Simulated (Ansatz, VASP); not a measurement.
# Two plane-wave programs on Te2Mo

```
Te Mo
1.0
     3.42103    0.00000    0.00000
     0.00000    6.29147    0.00000
     0.00000    0.00000   24.15026
Te Mo
4 2
Direct
  0.25000 0.50443 0.41434
  0.75000 0.99465 0.43833
  0.25000 0.85578 0.56167
  0.75000 0.34600 0.58566
  0.75000 0.60732 0.49636
  0.25000 0.24311 0.50364
```

Alike in both runs: task single point; functional PBE; dispersion D3(BJ); k mesh 25 × 14 × 1; occupations gaussian, width 0.05 eV; no spin polarisation.

|  | VASP | Ansatz |
| --- | --- | --- |
| version | VASP 6.6.1 | Ansatz 0.2.0 |
| potentials or method | VASP PAW PBE potentials, release 64 (Te, Mo_sv), cutoff 400 eV | scalar-relativistic, plane waves, PAW |
| valence electrons in the cell | 52 | 92 |

Ansatz gave:

```
gap on the k mesh at the Fermi level (eV)  : none
rms of the force components (eV/Å)         : 0.038
work function, face that differs most (eV) : 4.44
```

Task: Which values does VASP return?

Result: gap on the k mesh at the Fermi level (eV): none; rms of the force components (eV/Å): 0.038; work function, face that differs most (eV): 4.45.

A gap of «none» marks a metal or a gap that the smearing closes. VASP's potentials hold 52 valence electrons a cell and Ansatz's 92, so a difference there can come from the potentials and not from the codes.

Neither program's run includes spin-orbit coupling.
